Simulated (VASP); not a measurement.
# Al5Ga3P8 (an interface model) in VASP: further runs, part 2 of 2

VASP 6.6.1. The steps go on from the part before.

## 3. Single point, PBEsol

INCAR

```
SYSTEM = Al5Ga3P8
PREC = Accurate ; ENCUT = 400
EDIFF = 1E-6 ; ISMEAR = -1
SIGMA = 0.05 ; LREAL = .FALSE.
LASPH = .TRUE. ; NELM = 120
ALGO = Normal ; ISIF = 2
LWAVE = .FALSE. ; LCHARG = .FALSE.
GGA = PS ; NBANDS = 61
GGA_COMPAT = .FALSE.
```

KPOINTS

```
Automatic mesh
0
G
  6 6 1
  0 0 0
```

POSCAR

```
Al5Ga3P8
1.0
    2.7192440000      2.7192440000      0.0000000000
   -2.7192440000      2.7192440000      0.0000000000
    0.0000000000      0.0000000000     21.9014391779
Ga Al P
3 5 8
Direct
    0.0000000000      0.0000000000      0.9997730000
    0.0000000000      0.0000000000      0.2479040000
    0.5000000000      0.5000000000      0.1238210000
    0.0000000000      0.0000000000      0.4982390000
    0.0000000000      0.0000000000      0.7493810000
    0.5000000000      0.5000000000      0.3727120000
    0.5000000000      0.5000000000      0.6238060000
    0.5000000000      0.5000000000      0.8749270000
    0.5000000000      0.0000000000      0.0618010000
    0.5000000000      0.0000000000      0.3101990000
    0.5000000000      0.0000000000      0.5610240000
    0.5000000000      0.0000000000      0.8121710000
    0.0000000000      0.5000000000      0.1858350000
    0.0000000000      0.5000000000      0.4354670000
    0.0000000000      0.5000000000      0.6865900000
    0.0000000000      0.5000000000      0.9374590000
```

Potentials or basis: VASP PAW PBE potentials, release 64 (Ga_d, Al, P).

Started as:

```bash
cat potpaw_PBE.64/Ga_d/POTCAR potpaw_PBE.64/Al/POTCAR potpaw_PBE.64/P/POTCAR > POTCAR
mpirun -np 1 vasp_std > vasp.out
```

OUTCAR:

```text
SYSTEM = Al5Ga3P8
   PREC = Accurate
   ENCUT = 400
   EDIFF = 1E-6
   ISMEAR = -1
   LREAL = .FALSE.
   LASPH = .TRUE.
   NELM = 120
   ISIF = 2
   GGA = PS

 ion  position               nearest neighbor table
   1  0.000  0.000  1.000-   9 2.35   9 2.35  16 2.36  16 2.36
   2  0.000  0.000  0.248-  13 2.35  13 2.35  10 2.36  10 2.36
   3  0.500  0.500  0.124-  13 2.35  13 2.35   9 2.35   9 2.35
   4  0.000  0.000  0.498-  14 2.36  14 2.36  11 2.36  11 2.36
   5  0.000  0.000  0.749-  12 2.36  12 2.36  15 2.36  15 2.36
   6  0.500  0.500  0.373-  10 2.36  10 2.36  14 2.36  14 2.36
[... 8 lines left out ...]
  15  0.000  0.500  0.687-   7 2.36   7 2.36   5 2.36   5 2.36
  16  0.000  0.500  0.937-   1 2.36   1 2.36   8 2.36   8 2.36

  LATTYP: Found a simple tetragonal cell.
 ALAT       =     3.8455917442
 C/A-ratio  =     5.6952065208

  Lattice vectors:

 A1 = (   2.7192440000,   2.7192440000,   0.0000000000)
 A2 = (  -2.7192440000,   2.7192440000,   0.0000000000)
 A3 = (   0.0000000000,   0.0000000000,  21.9014391779)

Analysis of symmetry for initial positions (statically):
=====================================================================
 Subroutine PRICEL returns:
 Original cell was already a primitive cell.

 Routine SETGRP: Setting up the symmetry group for a
 simple tetragonal supercell.

 Subroutine GETGRP returns: Found  4 space group operations
 (whereof  4 operations were pure point group operations)
 out of a pool of 16 trial point group operations.

The static configuration has the point symmetry C_2v.

Analysis of symmetry for dynamics (positions and initial velocities):
=====================================================================
 Subroutine PRICEL returns:
 Original cell was already a primitive cell.

 Routine SETGRP: Setting up the symmetry group for a
 simple tetragonal supercell.

 Subroutine GETGRP returns: Found  4 space group operations
 (whereof  4 operations were pure point group operations)
 out of a pool of 16 trial point group operations.

The dynamic configuration has the point symmetry C_2v.

 Subroutine INISYM returns: Found  4 space group operations
 (whereof  4 operations are pure point group operations),
 and found     1 'primitive' translations

----------------------------------------------------------------------------------------

                                     Primitive cell

  volume of cell :     323.8911

  direct lattice vectors                    reciprocal lattice vectors
     2.719244000  2.719244000  0.000000000     0.183874636  0.183874636  0.000000000
    -2.719244000  2.719244000  0.000000000    -0.183874636  0.183874636  0.000000000
     0.000000000  0.000000000 21.901439178     0.000000000  0.000000000  0.045659100

  length of vectors
     3.845591744  3.845591744 21.901439178     0.260038004  0.260038004  0.045659100

  position of ions in fractional coordinates (direct lattice)
     0.000000000  0.000000000  0.999773000
     0.000000000  0.000000000  0.247904000
     0.500000000  0.500000000  0.123821000
     0.000000000  0.000000000  0.498239000
     0.000000000  0.000000000  0.749381000
     0.500000000  0.500000000  0.372712000
[... 8 lines left out ...]
     0.000000000  0.500000000  0.686590000
[... 50 lines left out ...]
  0.166667  0.000000  0.000000      2.000000
  0.000000  0.166667  0.000000      2.000000
  0.333333  0.000000  0.000000      2.000000
  0.000000  0.333333  0.000000      2.000000
  0.500000  0.000000  0.000000      1.000000
[... 8 lines left out ...]
 -0.333333  0.500000  0.000000      2.000000
  0.500000  0.500000  0.000000      1.000000
   k-points           NKPTS =     16   k-points in BZ     NKDIM =     16   number of bands    NBANDS=     61
   number of dos      NEDOS =    301   number of ions     NIONS =     16
   total plane-waves  NPLWV = 112896
   dimension x,y,z NGX =    28 NGY =   28 NGZ =  144
   dimension x,y,z NGXF=    56 NGYF=   56 NGZF=  288
   ions per type =               3   5   8
   NGX,Y,Z   is equivalent  to a cutoff of  12.10, 12.10, 10.93 a.u.
   NGXF,Y,Z  is equivalent  to a cutoff of  24.21, 24.21, 21.86 a.u.
 SYSTEM =  Al5Ga3P8
   PREC   = accura    normal or accurate (medium, high low for compatibility)
   ISTART =      0    job   : 0-new  1-cont  2-samecut
   ICHARG =      2    charge: 1-file 2-atom 10-const
   ISPIN  =      1    spin polarized calculation?
   LNONCOLLINEAR =      F non collinear calculations
   LSORBIT =      F    spin-orbit coupling
   LASPH  =      T    aspherical Exc in radial PAW
   ENCUT  =  400.0 eV  29.40 Ry    5.42 a.u.   6.27  6.27 35.72*2*pi/ulx,y,z
   NELM   =    120;   NELMIN=  2; NELMDL= -5     # of ELM steps
   EDIFF  = 0.1E-05   stopping-criterion for ELM
   LREAL  =      F    real-space projection
   EDIFFG = 0.1E-04   stopping-criterion for IOM
   NSW    =      0    number of steps for IOM
   IBRION =     -1    ionic relax: 0-MD 1-quasi-New 2-CG
   NFREE  =      0    steps in history (QN), initial steepest desc. (CG)
   ISIF   =      2    stress and relaxation
   ISYM   =      2    0-nonsym 1-usesym 2-fastsym
   POTIM  = 0.5000    time-step for ionic-motion
   TEBEG  =    0.0;   TEEND  =   0.0 temperature during run
   PSTRESS=    0.0 pullay stress
   NELECT =      94.0000    total number of electrons
   NUPDOWN=      -1.0000    fix difference up-down
   EMIN   =  10.00;   EMAX   =-10.00  energy-range for DOS
   EFERMI =   0.00;   METHOD = LEGACY
   ISMEAR =    -1;   SIGMA  =   0.05  broadening in eV -4-tet -1-fermi 0-gaus
   EFERMI_NEDOS =   21; number of points for ismear=-14 and -15
   IALGO  =     38    algorithm
   IMIX   =      4    mixing-type and parameters
     AMIX     =   0.40;   BMIX     =  1.00
     AMIX_MAG =   1.60;   BMIX_MAG =  1.00
  volume/ion in A,a.u.               =      20.24       136.61
  Fermi-wavevector in a.u.,A,eV,Ry     =   1.083888  2.048252 15.984307  1.174813
  Thomas-Fermi vector in A             =   2.219965
   LORBIT       =      0    0 simple, 1 ext, 2 COOP (PROOUT), +10 PAW based schemes
   GGA     = PS    functional components
   LHFCALC =     F    Hartree Fock is set to
   AEXX    =    0.0000 exact exchange contribution
   IVDW    =     0    specifies the selected vdW correction
   LEPSILON=     F    determine dielectric tensor
   LRPA    =     F    only Hartree local field effects (RPA)
 non-spin polarized calculation
  energy-cutoff  :      400.00
  volume of cell :      323.89
 maximum number of plane-waves:      5916
 NGX is ok and might be reduce to    28
   NGX = 13   NGY = 13   NGZ = 71

 number of electron      94.0000017 magnetization

 Free energy of the ion-electron system (eV)
  ---------------------------------------------------
  ext. energy  EPLUGINS =         0.00000000
  ---------------------------------------------------
  free energy    TOTEN  =       -84.68696766 eV

  energy without entropy =      -84.68696724  energy(sigma->0) =      -84.68696745

 E-fermi :   5.3137     XC(G=0):  -9.6229

 val. band max:        4.6479391338   @ k =   0.0000   0.0000   0.0000
 cond. band min:       5.9742203606   @ k =   0.5000   0.5000   0.0000
 fundamental gap:      1.3262812269
 Fermi energy:         5.3136546137

 k-point     1 :       0.0000    0.0000    0.0000
  band No.  band energies     occupation
      1      -9.7736      2.00000
      2      -9.7418      2.00000
      3      -9.6872      2.00000
      4      -9.6604      2.00000
      5      -9.6603      2.00000
      6      -9.6443      2.00000
[... 981 lines left out ...]
     58       7.8010      0.00000
     59       8.0053      0.00000
 [bands above 59 left out]

------------------------ aborting loop because EDIFF is reached ----------------------------------------

  FORCE on cell =-STRESS in cart. coord.  units (eV):
  Direction    XX          YY          ZZ          XY          YZ          ZX
  --------------------------------------------------------------------------------------
  -------------------------------------------------------------------------------------
  Total        1.0042073      1.0042073     -0.1683863      0.0026504      0.0000000      0.0000000
  in kB        4.9674668      4.9674668     -0.8329491      0.0131106      0.0000000      0.0000000
  external PRESSURE =       3.0339948 kB  Pullay stress =       0.0000000 kB

 VOLUME and BASIS-vectors are now :
 -----------------------------------------------------------------------------
  energy-cutoff  :      400.00
  volume of cell :      323.89
      direct lattice vectors                 reciprocal lattice vectors
     2.719244000  2.719244000  0.000000000     0.183874636  0.183874636  0.000000000
    -2.719244000  2.719244000  0.000000000    -0.183874636  0.183874636  0.000000000
     0.000000000  0.000000000 21.901439178     0.000000000  0.000000000  0.045659100

 POSITION                                       TOTAL-FORCE (eV/Angst)
 -----------------------------------------------------------------------------------
      0.00000      0.00000     21.89647         0.000000     -0.000000     -0.008508
      0.00000      0.00000      5.42945        -0.000000      0.000000     -0.000714
      0.00000      2.71924      2.71186         0.000000     -0.000000      0.000582
      0.00000      0.00000     10.91215         0.000000      0.000000      0.001063
      0.00000      0.00000     16.41252         0.000000      0.000000      0.000856
      0.00000      2.71924      8.16293         0.000000     -0.000000      0.007471
[... 8 lines left out ...]
     -1.35962      1.35962     15.03731         0.000000     -0.000000      0.000259
     -1.35962      1.35962     20.53170         0.000000     -0.000000      0.017362
 -----------------------------------------------------------------------------------
    total drift:                               -0.000000      0.000000      0.000937

  FREE ENERGIE OF THE ION-ELECTRON SYSTEM (eV)
  ---------------------------------------------------
  free  energy   TOTEN  =       -84.6869676647 eV

  energy  without entropy=      -84.6869672427  energy(sigma->0) =      -84.68696745
```

Run time: 8.5 min. Hardware: 1 thread of Intel Xeon 8259CL, shared host; peak memory 0.42 GiB.

What came out:

- Free energy: -84.6870 eV
- Pressure: 0.3 GPa
- Largest force: 0.018 eV/Å
- Band gap on the k mesh: 1.33 eV (least direct gap 1.33 eV)

Forces on the atoms (eV/Å):
```
Ga   0.000  0.000 -0.009
Ga   0.000  0.000 -0.001
Ga   0.000  0.000  0.001
Al   0.000  0.000  0.001
Al   0.000  0.000  0.001
Al   0.000  0.000  0.007
Al   0.000  0.000  0.000
Al   0.000  0.000 -0.005
P    0.000  0.000  0.005
P    0.000  0.000 -0.018
P    0.000  0.000  0.000
P    0.000  0.000  0.000
P    0.000  0.000  0.002
P    0.000  0.000 -0.003
P    0.000  0.000  0.000
P    0.000  0.000  0.017
```

Stress tensor (GPa, compression positive):
```
 0.50  0.00  0.00
 0.00  0.50  0.00
 0.00  0.00 -0.08
```

Caveat: the PAW data sets were made with another functional, which shifts forces and pressure a little.

## 4. Single point, PBEsol

INCAR

```
  ALGO = Normal
  EDIFF = 1E-6
  ENCUT = 400
  GGA = PS
  GGA_COMPAT = F
  ISIF = 2
  ISMEAR = -1
  LASPH = T
  LCHARG = F
  LREAL = F
  LWAVE = F
  NBANDS = 61
  NELM = 120
  PREC = Accurate
  SIGMA = 0.05
```

KPOINTS

```
k-points
0
Gamma
  6 6 1
```

POSCAR

```
Al5Ga3P8
1.0
    2.7192440000      2.7192440000      0.0000000000
   -2.7192440000      2.7192440000      0.0000000000
    0.0000000000      0.0000000000     21.8918170000
Ga Al P
3 5 8
Direct
    0.0000000000      0.0000000000      0.0000000000
    0.0000000000      0.0000000000      0.2484260000
    0.5000000000      0.5000000000      0.1242130000
    0.0000000000      0.0000000000      0.4981110000
    0.0000000000      0.0000000000      0.7490550000
    0.5000000000      0.5000000000      0.3726380000
    0.5000000000      0.5000000000      0.6235830000
    0.5000000000      0.5000000000      0.8745280000
    0.5000000000      0.0000000000      0.0621060000
    0.5000000000      0.0000000000      0.3105320000
    0.5000000000      0.0000000000      0.5608470000
    0.5000000000      0.0000000000      0.8117920000
    0.0000000000      0.5000000000      0.1863190000
    0.0000000000      0.5000000000      0.4353750000
    0.0000000000      0.5000000000      0.6863190000
    0.0000000000      0.5000000000      0.9372640000
```

Started as:

```bash
cat potpaw_PBE.64/Ga_d/POTCAR potpaw_PBE.64/Al/POTCAR potpaw_PBE.64/P/POTCAR > POTCAR
mpirun -np 1 vasp_std > vasp.out
```

Wall time 7.7 min (1 thread of Intel Xeon 8259CL, shared host); peak memory 0.42 GiB.

Results (log left out):

| Property | Result |
| --- | --- |
| Free energy | -84.6858 eV |
| Pressure | 0.3 GPa |
| Largest force | 0.074 eV/Å |
| Band gap on the k mesh | 1.32 eV (least direct gap 1.33 eV) |

Forces on the atoms (eV/Å):
```
Ga   0.000  0.000 -0.063
Ga   0.000  0.000 -0.044
Ga   0.000  0.000  0.001
Al   0.000  0.000 -0.002
Al   0.000  0.000  0.001
Al   0.000  0.000  0.074
Al   0.000  0.000  0.000
Al   0.000  0.000  0.042
P    0.000  0.000  0.001
P    0.000  0.000 -0.052
P    0.000  0.000  0.001
P    0.000  0.000  0.007
P    0.000  0.000 -0.011
P    0.000  0.000 -0.003
P    0.000  0.000 -0.001
P    0.000  0.000  0.050
```

Stress tensor (GPa, compression positive):
```
 0.53  0.00  0.00
 0.00  0.53  0.00
 0.00  0.00 -0.02
```

Levels at points of the mesh, in eV from the valence-band top:
```tsv
k point	band 44	band 45	band 46	band 47	band 48	band 49	band 50	band 51
(0.00, 0.00, 0.00)	-0.61	-0.07	0.00	0.00	1.33	1.61	1.83	2.07
(0.50, 0.00, 0.00)	-0.98	-0.95	-0.93	-0.90	2.04	2.31	2.94	3.08
(0.00, 0.50, 0.00)	-0.98	-0.97	-0.92	-0.92	2.03	2.30	2.93	3.09
(0.50, 0.50, 0.00)	-2.44	-2.44	-2.43	-2.42	1.32	1.34	1.90	2.15
```

Caveat: the PAW data sets were made with another functional, which shifts forces and pressure a little.

## 5. Summary

```tsv
level	cell	k mesh	cutoff (eV)	gap on the mesh (eV)	pressure (GPa)	largest force (eV/Å)
r2SCAN	a = 3.846, b = 3.846, c = 21.901 Å, 16 atoms, atomic positions A	4 × 4 × 1	440	1.75	0.7	0.07
PBEsol	a = 3.846, b = 3.846, c = 21.901 Å, 16 atoms, atomic positions A	6 × 6 × 1	400	1.33	0.3	0.02
PBEsol	a = 3.846, b = 3.846, c = 21.892 Å, 16 atoms, atomic positions B	6 × 6 × 1	400	1.32	0.3	0.07
```

Alike in all rows: task single point; potentials or basis VASP PAW PBE potentials, release 64 (Ga_d, Al, P); no spin polarisation; smearing fermi-dirac 0.05 eV.

Caveats: the PAW data sets were made with another functional, which shifts forces and pressure a little.

Absolute energies hang on the potentials; compare differences alone.
